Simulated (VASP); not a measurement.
Runs of VASP 6.6.1 on Ge3N. The structure is that of space group P-4m2 (No. 115), or close to it. The cells are those of the table. 

| task | cell | k mesh | cutoff (eV) | gap on the mesh (eV) | pressure (GPa) | largest force (eV/Å) |
| --- | --- | --- | --- | --- | --- | --- |
| single point | a = 3.818, b = 3.818, c = 4.931 Å, 4 atoms | 6 × 6 × 4 | 520 | none | 0.0 | 0.01 |
| single point | a = 3.738, b = 3.738, c = 5.406 Å, 4 atoms | 6 × 6 × 4 | 520 | none | (b) | 1.84 |
| relaxation of cell and atoms | relaxed from a = 3.738, b = 3.738, c = 5.406 Å, 4 atoms | 6 × 6 × 4 | 600 | none | 0.0 | - |
| single point | a = 3.818, b = 3.818, c = 4.925 Å, 4 atoms | 12 × 12 × 10 | 520 | none | (a) | 0.02 |

Alike in all rows: level PBE; potentials or basis VASP PAW PBE potentials, release 64 (Ge_d, N); no spin polarisation; smearing gaussian 0.1 eV.

Problem. Estimate the missing entries.

Solution. (a) -0.1; (b) 13.0.

Caveats: forces of over 1 eV/Å act on the atoms, so gaps and moduli don't describe the material at rest (some runs).

A k mesh can miss the band edges, and the runs leave out spin-orbit coupling on Ge.

A gap of «none» marks levels without a gap at the run's occupations.
